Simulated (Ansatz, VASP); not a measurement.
**TlSiSe2 in VASP and in Ansatz**

Contents of POSCAR:

```
TlSiSe2
1.0
    0.0000000000      0.0000000000      6.3284790000
    3.9709560000     -3.9709560000      3.1642400000
    3.9709560000      3.9709560000     -3.1642400000
Tl Si Se
2 2 4
Direct
    0.2500000000      0.0000000000      0.0000000000
    0.7500000000      0.0000000000      0.0000000000
    0.7500000000      0.5000000000      0.5000000000
    0.2500000000      0.5000000000      0.5000000000
    0.6570000000      0.5000000000      0.8140000000
    0.1570000000      0.1860000000      0.5000000000
    0.3430000000      0.5000000000      0.1860000000
    0.8430000000      0.8140000000      0.5000000000
```

INCAR.step1

```
PREC = Accurate
ENCUT = 520
ISMEAR = 0
SIGMA = 0.0209
LREAL = False
LASPH = True
NELM = 100
NBANDS = 39
GGA = PE
ALGO = Normal
EDIFF = 1E-4
LWAVE = True
LCHARG = False
```

Contents of INCAR.step2:

```
PREC = Accurate
ENCUT = 520
EDIFF = 1E-6
ISMEAR = 0
SIGMA = 0.0209
LREAL = False
LASPH = True
NELM = 100
ALGO = Normal
ISIF = 2
LWAVE = False
LCHARG = True
METAGGA = R2SCAN
LMIXTAU = True
LELF = True
LVHAR = True
NBANDS = 39
ISTART = 1
```

The input KPOINTS:

```
Automatic mesh
0
Gamma
  5 5 5
```

Input for Ansatz:

```yaml
crystal:
  lattice:
    - [0.0, 0.0, 6.328479]
    - [3.970956, -3.970956, 3.16424]
    - [3.970956, 3.970956, -3.16424]
  atoms:
    - { symbol: Tl, position: [0.25, 0.0, 0.0] }
    - { symbol: Tl, position: [0.75, 0.0, 0.0] }
    - { symbol: Si, position: [0.75, 0.5, 0.5] }
    - { symbol: Si, position: [0.25, 0.5, 0.5] }
    - { symbol: Se, position: [0.657, 0.5, 0.814] }
    - { symbol: Se, position: [0.157, 0.186, 0.5] }
    - { symbol: Se, position: [0.343, 0.5, 0.186] }
    - { symbol: Se, position: [0.843, 0.814, 0.5] }
  symmetry: { tolerance: 0.0003 }
kpoints:
  mp_grid: { grid: [5, 5, 5], shift: [0, 0, 0] }
  band_path:
    path:
      - [0.0, 0.0, 0.0]
      - [0.0, 0.0, 0.5]
      - [0.0, 0.5, 0.5]
      - [0.0, 0.0, 0.0]
      - [0.81748159, 0.4087408, -0.4087408]
      - [0.18251841, 0.5912592, 0.4087408]
      - [0.0, 0.5, 0.5]
      - [0.0, 0.0, 0.5]
      - [0.5, 0.25, 0.25]
      - [0.5, 0.5, 0.0]
      - [0.0, 0.0, 0.0]
    npoints: 6
magnetization:
  spin_polarized: false
scf:
  occupations: { method: gaussian, width: 0.0209 }
  lower_state_search: "off"
  max_iter: 200
hamiltonian:
  pseudopotentials: { kind: paw }
  xc: r2scan
basis:
  ecutwfc: 500
  fft_grid_basis: typed
output:
  forces: true
  stress: true
  eigenvalues: true
  bader: true
  populations: true
  elf: true
  write_potential: true
  volumetric_format: npy
  dos:
    e_range: [-12, 8]
    de: 0.05
    projected: { site_lists: { Se: [Se], Si: [Si], Tl: [Tl] } }
checkpoint:
  read: saved_state
```

Alike in both runs: task single point; functional r2SCAN; k mesh 5 × 5 × 5; occupations gaussian, width 0.0209 eV; no spin polarisation.

|  | VASP | Ansatz |
| --- | --- | --- |
| version | VASP 6.6.1 | Ansatz 0.2.0 |
| potentials or method | VASP PAW PBE potentials, release 64 (Tl_d, Si, Se), cutoff 520 eV | PAW plane waves |
| valence electrons in the cell | 58 | 98 |

Ansatz gave:

```
pressure (GPa)                                                : 3.0
traceless stress, the component that is largest in VASP (GPa) : -1.14
rms of the force components (eV/Å)                            : 0.210
```

Estimate VASP's values.

pressure (GPa): 3.0; traceless stress, the component that is largest in VASP (GPa): -1.14; rms of the force components (eV/Å): 0.209.

VASP's potentials were made for PBE, not for r2SCAN. Atom by atom the forces differ by 0.000 eV/Å (rms over components). VASP's potentials hold 58 valence electrons a cell and Ansatz's 98, so a difference there can come from the potentials and not from the codes.

Spin-orbit coupling is off throughout.
